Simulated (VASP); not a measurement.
F: single point with r2SCAN

Crystal: F.

```
F
1.0
     2.54349   -1.67929    0.27725
     2.54349    1.67929    0.27725
    -0.70200    0.00000    6.59761
F
4
Cartesian
  3.7476 -0.5299 1.0399
  0.9884 -0.5299 2.8134
  0.6374 0.5299 6.1122
  3.3966 0.5299 4.3387
```

- Program: VASP 6.6.1
- Task: single point
- Functional: r2SCAN
- Potentials or basis: VASP PAW PBE potentials, release 64 (F)
- Cutoff: 520 eV
- k mesh: 10 × 10 × 4
- Occupations: fermi-dirac, width 0.05 eV
- Spin: no spin polarisation

The pressure is 0.8 GPa. The largest force is 0.582 eV/Å. The band gap on the k mesh is 3.85 eV.

Forces in eV/Å, atoms in the order of the input:
```
F   -0.056  0.256  0.520
F    0.056  0.256 -0.520
F    0.056 -0.256 -0.520
F   -0.056 -0.256  0.520
```

Stress tensor (GPa, compression positive):
```
-0.65  0.00 -0.39
 0.00  0.18  0.00
-0.39  0.00  2.90
```

Levels at points of the mesh, in eV from the valence-band top:
| k point | band 12 | band 13 | band 14 | band 15 | band 16 | band 17 |
| --- | --- | --- | --- | --- | --- | --- |
| (0.00, 0.00, 0.00) | -0.14 | -0.03 | 0.00 | 3.85 | 4.87 | 10.61 |
| (0.50, 0.00, 0.00) | -0.42 | -0.08 | -0.08 | 4.47 | 4.47 | 15.32 |
| (0.50, 0.50, 0.00) | -0.55 | -0.18 | -0.16 | 4.17 | 4.76 | 15.66 |
| (0.00, 0.00, 0.50) | -0.30 | -0.01 | -0.01 | 4.33 | 4.33 | 11.57 |
| (0.50, 0.00, 0.50) | -0.37 | -0.04 | -0.04 | 4.44 | 4.44 | 15.71 |
| (0.50, 0.50, 0.50) | -0.45 | -0.38 | -0.38 | 4.46 | 4.46 | 16.14 |

Wall time 4.6 min on 1 thread of AMD EPYC 9R45 96-Core Processor (Zen 5), on a shared host, peak memory 0.2 GiB.

Caveat: the PAW data sets were made with another functional, which shifts forces and pressure a little. A k mesh can miss the band edges.
